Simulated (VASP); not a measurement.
# BN (I-4m2) in VASP: further runs

Runs on BN. Level: r2SCAN. Tasks: single point.

Everything below comes from runs of VASP 6.6.1. Logs are shortened: lines on timing, memory, paths and dates and some standing lists are left out, and cuts for length are marked.

## Step 1: The cell of the first run

It takes space group I-4m2 (No. 119, tetragonal). The conventional cell has a = 2.564 Å, b = 2.564 Å, c = 3.517 Å, α = 90.00°, β = 90.00°, γ = 90.00°. B (site symmetry -4m2) has 4 N at 1.55 Å within 2.1 Å. Within 2.1 Å of N (site symmetry -4m2) lie 4 B at 1.55 Å.

## Step 2: Single point, r2SCAN (strain +0.000 along x and y, -0.030 along z)

POSCAR reads:

```
BN
1.0
    0.0000000000      1.8130010000      1.7586109700
    1.8130010000      0.0000000000      1.7586109700
    1.8130010000      1.8130010000      0.0000000000
B N
1 1
Direct
    0.0000000000      0.0000000000      0.0000000000
    0.7500000000      0.7500000000      0.7500000000
```

INCAR.step1 reads:

```
PREC = Accurate ; ENCUT = 520
ISMEAR = 0 ; SIGMA = 0.05
LREAL = False ; LASPH = True
NELM = 100 ; NBANDS = 11
GGA = PE ; ALGO = Normal
EDIFF = 1E-4 ; LWAVE = True
LCHARG = False
```

INCAR.step2 reads:

```
PREC = Accurate ; ENCUT = 520
EDIFF = 1E-6 ; ISMEAR = 0
SIGMA = 0.05 ; LREAL = False
LASPH = True ; NELM = 100
ALGO = Normal ; ISIF = 2
LWAVE = False ; LCHARG = True
METAGGA = R2SCAN ; LMIXTAU = True
LELF = True ; LVHAR = True
NBANDS = 11 ; ISTART = 1
```

KPOINTS reads:

```
regular mesh
0
Gamma
  12 12 12
```

Potentials or basis: VASP PAW PBE potentials, release 64 (B, N).

The run is started by

```console
$ cat potpaw_PBE.64/B/POTCAR potpaw_PBE.64/N/POTCAR > POTCAR
$ cp INCAR.step1 INCAR
$ mpirun -np 1 vasp_std > vasp.out
$ cp INCAR.step2 INCAR
$ mpirun -np 1 vasp_std > vasp.out
```

OUTCAR:

```text
PREC = Accurate
   ENCUT = 520
   EDIFF = 1E-6
   ISMEAR = 0
   LREAL = False
   LASPH = True
   NELM = 100
   ISIF = 2
   METAGGA = R2SCAN
   ISTART = 1

 ion  position               nearest neighbor table
   1  0.000  0.000  0.000-   2 1.55   2 1.55   2 1.55   2 1.55
   2  0.750  0.750  0.750-   1 1.55   1 1.55   1 1.55   1 1.55

  LATTYP: Found a body centered tetragonal cell.
 ALAT       =     2.5639706028
 C/A-ratio  =     1.3717871555

  Lattice vectors:

 A1 = (   0.0000000000,  -1.8130010000,  -1.7586109700)
 A2 = (   0.0000000000,   1.8130010000,  -1.7586109700)
 A3 = (   1.8130010000,   0.0000000000,   1.7586109700)

Analysis of symmetry for initial positions (statically):
=====================================================================
 Subroutine PRICEL returns:
 Original cell was already a primitive cell.

 Routine SETGRP: Setting up the symmetry group for a
 body centered tetragonal supercell.

 Subroutine GETGRP returns: Found  8 space group operations
 (whereof  8 operations were pure point group operations)
 out of a pool of 16 trial point group operations.

The static configuration has the point symmetry D_2d.

Analysis of symmetry for dynamics (positions and initial velocities):
=====================================================================
 Subroutine PRICEL returns:
 Original cell was already a primitive cell.

 Routine SETGRP: Setting up the symmetry group for a
 body centered tetragonal supercell.

 Subroutine GETGRP returns: Found  8 space group operations
 (whereof  8 operations were pure point group operations)
 out of a pool of 16 trial point group operations.

The dynamic configuration has the point symmetry D_2d.

 Subroutine INISYM returns: Found  8 space group operations
 (whereof  8 operations are pure point group operations),
 and found     1 'primitive' translations

----------------------------------------------------------------------------------------

                                     Primitive cell

  volume of cell :      11.5610

  direct lattice vectors                    reciprocal lattice vectors
     0.000000000  1.813001000  1.758610970    -0.275785838  0.275785838  0.284315297
     1.813001000  0.000000000  1.758610970     0.275785838 -0.275785838  0.284315297
     1.813001000  1.813001000  0.000000000     0.275785838  0.275785838 -0.284315297

  length of vectors
     2.525803866  2.525803866  2.563970603     0.482649816  0.482649816  0.482649816

  position of ions in fractional coordinates (direct lattice)
     0.000000000  0.000000000  0.000000000
     0.750000000  0.750000000  0.750000000

  ion indices of the primitive-cell ions
   primitive index   ion index
                 1           1
                 2           2

----------------------------------------------------------------------------------------

 KPOINTS: regular mesh

Automatic generation of k-mesh.
 Grid dimensions read from file:
 generate k-points for:   12   12   12

 Generating k-lattice:

  Cartesian coordinates                     Fractional coordinates (reciprocal lattice)
    -0.022982153  0.022982153  0.023692941     0.083333333  0.000000000  0.000000000
     0.022982153 -0.022982153  0.023692941     0.000000000  0.083333333  0.000000000
     0.022982153  0.022982153 -0.023692941     0.000000000  0.000000000  0.083333333

  Length of vectors
     0.040220818  0.040220818  0.040220818

  Shift w.r.t. Gamma in fractional coordinates (k-lattice)
     0.000000000  0.000000000  0.000000000

 Subroutine IBZKPT returns following result:
 ===========================================

 Found    163 irreducible k-points:

 Following reciprocal coordinates:
            Coordinates               Weight
  0.000000  0.000000  0.000000      1.000000
  0.083333  0.000000  0.000000      8.000000
  0.166667  0.000000  0.000000      8.000000
  0.250000 -0.000000  0.000000      8.000000
  0.333333  0.000000  0.000000      8.000000
  0.416667  0.000000  0.000000      8.000000
[... 16 lines left out ...]
  0.500000  0.166667  0.000000      8.000000
 -0.416667  0.166667  0.000000      8.000000
 [... further k-points ...]
   k-points           NKPTS =    163   k-points in BZ     NKDIM =    163   number of bands    NBANDS=     11
   number of dos      NEDOS =    301   number of ions     NIONS =      2
   total plane-waves  NPLWV =   8000
   dimension x,y,z NGX =    20 NGY =   20 NGZ =   20
   dimension x,y,z NGXF=    40 NGYF=   40 NGZF=   40
   ions per type =               1   1
   NGX,Y,Z   is equivalent  to a cutoff of  13.16, 13.16, 12.97 a.u.
   NGXF,Y,Z  is equivalent  to a cutoff of  26.33, 26.33, 25.94 a.u.
 SYSTEM =  unknown system
   PREC   = accura    normal or accurate (medium, high low for compatibility)
   ISTART =      1    job   : 0-new  1-cont  2-samecut
   ICHARG =      0    charge: 1-file 2-atom 10-const
   ISPIN  =      1    spin polarized calculation?
   LNONCOLLINEAR =      F non collinear calculations
   LSORBIT =      F    spin-orbit coupling
   LASPH  =      T    aspherical Exc in radial PAW
   ENCUT  =  520.0 eV  38.22 Ry    6.18 a.u.   4.70  4.70  4.77*2*pi/ulx,y,z
   NELM   =    100;   NELMIN=  2; NELMDL=  0     # of ELM steps
   EDIFF  = 0.1E-05   stopping-criterion for ELM
   LREAL  =      F    real-space projection
   EDIFFG = 0.1E-04   stopping-criterion for IOM
   NSW    =      0    number of steps for IOM
   IBRION =     -1    ionic relax: 0-MD 1-quasi-New 2-CG
   NFREE  =      0    steps in history (QN), initial steepest desc. (CG)
   ISIF   =      2    stress and relaxation
   ISYM   =      2    0-nonsym 1-usesym 2-fastsym
   POTIM  = 0.5000    time-step for ionic-motion
   TEBEG  =    0.0;   TEEND  =   0.0 temperature during run
   PSTRESS=    0.0 pullay stress
   NELECT =       8.0000    total number of electrons
   NUPDOWN=      -1.0000    fix difference up-down
   EMIN   =  10.00;   EMAX   =-10.00  energy-range for DOS
   EFERMI =   0.00;   METHOD = LEGACY
   ISMEAR =     0;   SIGMA  =   0.05  broadening in eV -4-tet -1-fermi 0-gaus
   EFERMI_NEDOS =   21; number of points for ismear=-14 and -15
   IALGO  =     38    algorithm
   IMIX   =      4    mixing-type and parameters
     AMIX     =   0.40;   BMIX     =  1.00
     AMIX_MAG =   1.60;   BMIX_MAG =  1.00
  volume/ion in A,a.u.               =       5.78        39.01
  Fermi-wavevector in a.u.,A,eV,Ry     =   1.448014  2.736350 28.527956  2.096746
  Thomas-Fermi vector in A             =   2.565904
   LORBIT       =      0    0 simple, 1 ext, 2 COOP (PROOUT), +10 PAW based schemes
   METAGGA = R2SCAN    functional components
   LHFCALC =     F    Hartree Fock is set to
   AEXX    =    0.0000 exact exchange contribution
   IVDW    =     0    specifies the selected vdW correction
   LEPSILON=     F    determine dielectric tensor
   LRPA    =     F    only Hartree local field effects (RPA)
 non-spin polarized calculation
 Gauss-broadening in eV      SIGMA  =   0.05
  energy-cutoff  :      520.00
  volume of cell :       11.56
 maximum number of plane-waves:       323
   NGX =  9   NGY =  9   NGZ =  9

 number of electron       7.9999998 magnetization

 Free energy of the ion-electron system (eV)
  ---------------------------------------------------
  ext. energy  EPLUGINS =         0.00000000
  ---------------------------------------------------
  free energy    TOTEN  =       -19.15126906 eV

  energy without entropy =      -19.15126906  energy(sigma->0) =      -19.15126906

 E-fermi :   8.0678     XC(G=0): -13.7608

 val. band max:        7.7061327032   @ k =   0.0000   0.0000   0.0000
 cond. band min:      12.1521595538   @ k =   0.5000   0.5000   0.0000
 fundamental gap:      4.4460268506
 Fermi energy:         8.0678464204

 k-point     1 :       0.0000    0.0000    0.0000
  band No.  band energies     occupation
      1     -14.0315      2.00000
      2       7.4108      2.00000
      3       7.4108      2.00000
      4       7.7061      2.00000
      5      17.0040      0.00000
      6      17.2224      0.00000
      7      17.2224      0.00000
      8      18.9356      0.00000
      9      34.0727      0.00000
     10      35.7081      0.00000
     11      37.0756      0.00000

 k-point     2 :       0.0833    0.0000    0.0000
  band No.  band energies     occupation
      1     -13.8533      2.00000
      2       6.5274      2.00000
      3       7.2075      2.00000
      4       7.4475      2.00000
      5      17.2240      0.00000
      6      17.5103      0.00000
      7      17.5489      0.00000
      8      19.5109      0.00000
      9      33.7736      0.00000
     10      33.7791      0.00000
     11      34.8263      0.00000

 k-point     3 :       0.1667    0.0000    0.0000
  band No.  band energies     occupation
      1     -13.3258      2.00000
      2       4.3168      2.00000
      3       6.7116      2.00000
      4       7.0005      2.00000
      5      17.6160      0.00000
      6      18.1604      0.00000
      7      18.2188      0.00000
      8      20.9150      0.00000
      9      32.3165      0.00000
     10      32.7714      0.00000
     11      33.5406      0.00000

 k-point     4 :       0.2500   -0.0000    0.0000
  band No.  band energies     occupation
      1     -12.4750      2.00000
      2       1.7059      2.00000
      3       6.1368      2.00000
      4       6.4972      2.00000
      5      17.9238      0.00000
      6      18.7301      0.00000
      7      18.9317      0.00000
      8      22.3540      0.00000
      9      32.1207      0.00000
     10      32.1956      0.00000
     11      33.0097      0.00000

 k-point     5 :       0.3333    0.0000    0.0000
  band No.  band energies     occupation
      1     -11.3705      2.00000
      2      -0.8195      2.00000
      3       5.6443      2.00000
      4       6.0697      2.00000
      5      18.1366      0.00000
      6      18.9571      0.00000
      7      19.3827      0.00000
      8      23.3944      0.00000
      9      32.2630      0.00000
     10      33.2320      0.00000
     11      33.4906      0.00000
[... 211 lines left out ...]
 k-point    21 :       0.3333    0.1667    0.0000
  band No.  band energies     occupation
      1     -11.4692      2.00000
      2       0.9911      2.00000
      3       4.3557      2.00000
      4       5.0582      2.00000
      5      16.1187      0.00000
      6      20.9121      0.00000
      7      21.3571      0.00000
      8      21.3731      0.00000
      9      28.7755      0.00000
     10      36.1661      0.00000
     11      36.9666      0.00000

 k-point    22 :       0.4167    0.1667    0.0000
  band No.  band energies     occupation
      1     -10.3499      2.00000
      2      -1.2249      2.00000
      3       4.1346      2.00000
      4       4.4399      2.00000
      5      16.4992      0.00000
      6      21.2437      0.00000
      7      21.3799      0.00000
      8      22.1823      0.00000
      9      29.6488      0.00000
     10      35.9271      0.00000
     11      37.5980      0.00000

 k-point    23 :       0.5000    0.1667    0.0000
  band No.  band energies     occupation
      1      -9.3727      2.00000
      2      -2.8139      2.00000
      3       3.8456      2.00000
      4       4.1932      2.00000
      5      16.8194      0.00000
      6      21.0809      0.00000
      7      21.1937      0.00000
      8      23.6884      0.00000
      9      29.8738      0.00000
     10      36.0657      0.00000
     11      36.8666      0.00000

 k-point    24 :      -0.4167    0.1667    0.0000
  band No.  band energies     occupation
      1      -9.2496      2.00000
      2      -3.0022      2.00000
      3       3.4127      2.00000
      4       4.5200      2.00000
      5      17.2464      0.00000
      6      20.6776      0.00000
      7      21.0477      0.00000
      8      24.6453      0.00000
      9      29.9079      0.00000
     10      34.3441      0.00000
     11      36.2135      0.00000

 [... further k-points ...]

------------------------ aborting loop because EDIFF is reached ----------------------------------------

  FORCE on cell =-STRESS in cart. coord.  units (eV):
  Direction    XX          YY          ZZ          XY          YZ          ZX
  --------------------------------------------------------------------------------------
  -------------------------------------------------------------------------------------
  Total        0.1194312      0.1194312      1.4994730      0.0000000      0.0000000      0.0000000
  in kB       16.5513096     16.5513096    207.8037399      0.0000000      0.0000000      0.0000000
  external PRESSURE =      80.3021197 kB  Pullay stress =       0.0000000 kB

 VOLUME and BASIS-vectors are now :
 -----------------------------------------------------------------------------
  energy-cutoff  :      520.00
  volume of cell :       11.56
      direct lattice vectors                 reciprocal lattice vectors
     0.000000000  1.813001000  1.758610970    -0.275785838  0.275785838  0.284315297
     1.813001000  0.000000000  1.758610970     0.275785838 -0.275785838  0.284315297
     1.813001000  1.813001000  0.000000000     0.275785838  0.275785838 -0.284315297

 POSITION                                       TOTAL-FORCE (eV/Angst)
 -----------------------------------------------------------------------------------
      0.00000      0.00000      0.00000        -0.000000     -0.000000     -0.000000
      2.71950      2.71950      2.63792         0.000000      0.000000      0.000000
 -----------------------------------------------------------------------------------
    total drift:                               -0.000001     -0.000001      0.000002

  FREE ENERGIE OF THE ION-ELECTRON SYSTEM (eV)
  ---------------------------------------------------
  free  energy   TOTEN  =       -19.1512690560 eV

  energy  without entropy=      -19.1512690560  energy(sigma->0) =      -19.15126906
```

Run time: 3.1 min. Hardware: 1 thread of AMD EPYC, shared host; peak memory 0.1 GiB.

Results:

```
Free energy            : -19.1513 eV
Pressure               : 8.0 GPa
Band gap on the k mesh : 4.45 eV, indirect (least direct gap 9.30 eV)
```

Levels at points of the mesh, in eV from the valence-band top:
```
           k point  band 2  band 3  band 4  band 5  band 6  band 7
(0.00, 0.00, 0.00)   -0.30   -0.30    0.00    9.30    9.52    9.52
(0.50, 0.00, 0.00)  -11.48   -2.50   -2.01   10.56   11.20   11.89
(0.50, 0.50, 0.00)   -9.35   -5.69   -5.69    4.45    9.24   19.45
(0.50, 0.00, 0.50)   -9.81   -5.26   -5.24    5.00   10.00   19.10
```

Caveat: the cell differs from its parent crystal (strain +0.000 along x and y, -0.030 along z); the PAW data sets were made with another functional, which shifts forces and pressure a little. A k mesh can miss the band edges.

## Step 3: Single point, r2SCAN (strain -0.015 along x and y, +0.000 along z)

POSCAR reads:

```
BN
1.0
    0.0000000000      1.7858059850      1.8130010000
    1.7858059850      0.0000000000      1.8130010000
    1.7858059850      1.7858059850      0.0000000000
B N
1 1
Direct
    0.0000000000      0.0000000000      0.0000000000
    0.7500000000      0.7500000000      0.7500000000
```

INCAR.step1 reads:

```
PREC = Accurate ; ENCUT = 520
ISMEAR = 0 ; SIGMA = 0.05
LREAL = F ; LASPH = T
NELM = 60 ; NBANDS = 11
GGA = PE ; ALGO = Normal
EDIFF = 1E-4 ; LWAVE = T
LCHARG = F
```

INCAR.step2 reads:

```
PREC = Accurate ; ENCUT = 520
EDIFF = 1E-6 ; ISMEAR = 0
SIGMA = 0.05 ; LREAL = F
LASPH = T ; NELM = 60
ALGO = Normal ; ISIF = 2
LWAVE = F ; LCHARG = F
METAGGA = R2SCAN ; LMIXTAU = T
NBANDS = 11 ; ISTART = 1
```

KPOINTS reads:

```
Automatic mesh
0
Gamma
  12 12 12
```

Potentials or basis: VASP PAW PBE potentials, release 64 (B, N).

The run is started by

```console
$ cat potpaw_PBE.64/B/POTCAR potpaw_PBE.64/N/POTCAR > POTCAR
$ cp INCAR.step1 INCAR
$ mpirun -np 1 vasp_std > vasp.out
$ cp INCAR.step2 INCAR
$ mpirun -np 1 vasp_std > vasp.out
```

Run time: 3.4 min. Hardware: 1 thread of AMD EPYC, shared host; peak memory 0.1 GiB.

Results (log left out):

```yaml
Free_energy: -19.1620 eV
Pressure: 7.9 GPa
Band_gap_on_the_k_mesh: 4.86 eV, indirect (least direct gap 9.54 eV)
```

Stress tensor (GPa, compression positive):
```
11.32  0.00  0.00
 0.00 11.32  0.00
 0.00  0.00  1.18
```

Levels at points of the mesh, in eV from the valence-band top:
```tsv
k point	band 2	band 3	band 4	band 5	band 6	band 7
(0.00, 0.00, 0.00)	-0.16	0.00	0.00	9.54	9.54	9.65
(0.50, 0.00, 0.00)	-11.34	-2.23	-1.98	10.88	11.59	11.63
(0.50, 0.50, 0.00)	-9.67	-5.11	-5.11	5.14	10.14	19.52
(0.50, 0.00, 0.50)	-9.44	-5.33	-5.32	4.86	9.76	19.43
```

Caveat: the cell differs from its parent crystal (strain -0.015 along x and y, +0.000 along z); the PAW data sets were made with another functional, which shifts forces and pressure a little. A k mesh can miss the band edges.

## Step 4: Single point, r2SCAN (strain +0.000 along x and y, -0.015 along z)

POSCAR reads:

```
BN
1.0
    0.0000000000      1.8130010000      1.7858059850
    1.8130010000      0.0000000000      1.7858059850
    1.8130010000      1.8130010000      0.0000000000
B N
1 1
Direct
    0.0000000000      0.0000000000      0.0000000000
    0.7500000000      0.7500000000      0.7500000000
```

INCAR.step1 reads:

```
SYSTEM = BN
ALGO = Normal
EDIFF = 1E-4
ENCUT = 520
GGA = PE
ISMEAR = 0
LASPH = .True.
LCHARG = .False.
LREAL = .False.
LWAVE = .True.
NBANDS = 11
NELM = 100
PREC = Accurate
SIGMA = 0.05
```

INCAR.step2 reads:

```
SYSTEM = BN
ALGO = Normal
EDIFF = 1E-6
ENCUT = 520
ISIF = 2
ISMEAR = 0
ISTART = 1
LASPH = .True.
LCHARG = .False.
LMIXTAU = .True.
LREAL = .False.
LWAVE = .False.
METAGGA = R2SCAN
NBANDS = 11
NELM = 100
PREC = Accurate
SIGMA = 0.05
```

KPOINTS reads:

```
k-points
0
Gamma
  12 12 12
  0 0 0
```

The run is started by

```console
$ cat potpaw_PBE.64/B/POTCAR potpaw_PBE.64/N/POTCAR > POTCAR
$ cp INCAR.step1 INCAR
$ mpirun -np 1 vasp_std > vasp.out
$ cp INCAR.step2 INCAR
$ mpirun -np 1 vasp_std > vasp.out
```

It took 2.5 min on 1 thread of AMD EPYC, shared host; peak memory 0.1 GiB.

Results (log left out):

```yaml
Free_energy: -19.1678 eV
Pressure: 1.8 GPa
Band_gap_on_the_k_mesh: 4.71 eV, indirect (least direct gap 9.39 eV)
```

Stress tensor (GPa, compression positive):
```
-1.43  0.00  0.00
 0.00 -1.43  0.00
 0.00  0.00  8.14
```

Levels at points of the mesh, in eV from the valence-band top:
```csv
k point,band 1,band 2,band 3,band 4,band 5,band 6,band 7,band 8,band 9
"(0.00, 0.00, 0.00)",-21.46,-0.15,-0.15,0.00,9.39,9.49,9.49,11.06,26.15
"(0.50, 0.00, 0.00)",-17.13,-11.24,-2.25,-2.01,10.67,11.31,11.59,16.37,24.86
"(0.50, 0.50, 0.00)",-15.59,-9.31,-5.37,-5.37,4.71,9.51,19.28,19.28,22.42
"(0.50, 0.00, 0.50)",-15.77,-9.53,-5.16,-5.15,4.98,9.88,19.12,19.35,22.09
```

Caveat: the cell differs from its parent crystal (strain +0.000 along x and y, -0.015 along z); the PAW data sets were made with another functional, which shifts forces and pressure a little. A k mesh can miss the band edges.

## Step 5: The runs side by side

```csv
cell,gap on the mesh (eV),pressure (GPa)
"a = 2.526, b = 2.526, c = 2.564 Å, angles 59.5, 59.5, 61.0°, 2 atoms",4.45,8.0
"a = 2.545, b = 2.545, c = 2.526 Å, angles 60.3, 60.3, 59.5°, 2 atoms",4.86,7.9
"a = 2.545, b = 2.545, c = 2.564 Å, angles 59.8, 59.8, 60.5°, 2 atoms",4.71,1.8
```

Alike in all rows: task single point; level r2SCAN; potentials or basis VASP PAW PBE potentials, release 64 (B, N); no spin polarisation; k mesh 12 × 12 × 12; cutoff (eV) 520; smearing gaussian 0.05 eV.

Caveats: the PAW data sets were made with another functional, which shifts forces and pressure a little.

Total energies depend on the potentials used, so only differences within one code and one set of settings carry meaning.
